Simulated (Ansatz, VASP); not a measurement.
**Two plane-wave programs on Ni**

```
Ni
1.0
     4.11297    0.00000    0.00000
    -2.05648    3.56194    0.00000
     0.00000    0.00000    2.52143
Ni
3
Cartesian
  0.0000 0.0000 0.0000
  0.0000 2.3746 1.2607
  2.0565 1.1873 1.2607
```

Alike in both runs: task single point; functional r2SCAN; k mesh 6 × 6 × 8; occupations gaussian, width 0.1 eV; collinear spin.

|  | VASP | Ansatz |
| --- | --- | --- |
| version | VASP 6.6.1 | Ansatz 0.2.0 |
| potentials or method | VASP PAW PBE potentials, release 64 (Ni), cutoff 520 eV | scalar-relativistic, plane waves, PAW |
| valence electrons in the cell | 30 | 54 |

|  | VASP | Ansatz | Ansatz less VASP |
| --- | --- | --- | --- |
| gap on the k mesh at the Fermi level (eV) | none | none | - |
| pressure (GPa) | -20.3 | -20.7 | -0.44 |
| traceless stress, the component that is largest in VASP (GPa) | 0.05 | -0.05 | -0.099 |
| net moment per atom (μB) | 0.74 | 0.74 | +0.005 |
| size of the moment on the site where the two differ most (μB) | 0.77 | 0.82 | +0.056 |

VASP's potentials were made for PBE, not for r2SCAN. Site moments also hang on the region over which each program counts them. A gap of «none» marks a metal or a gap that the smearing closes. With one functional, cell and mesh, what is left measures potentials, basis and numerics. VASP's potentials hold 30 valence electrons a cell and Ansatz's 54, so a difference there can come from the potentials and not from the codes. Ansatz's warnings: stability check not made.
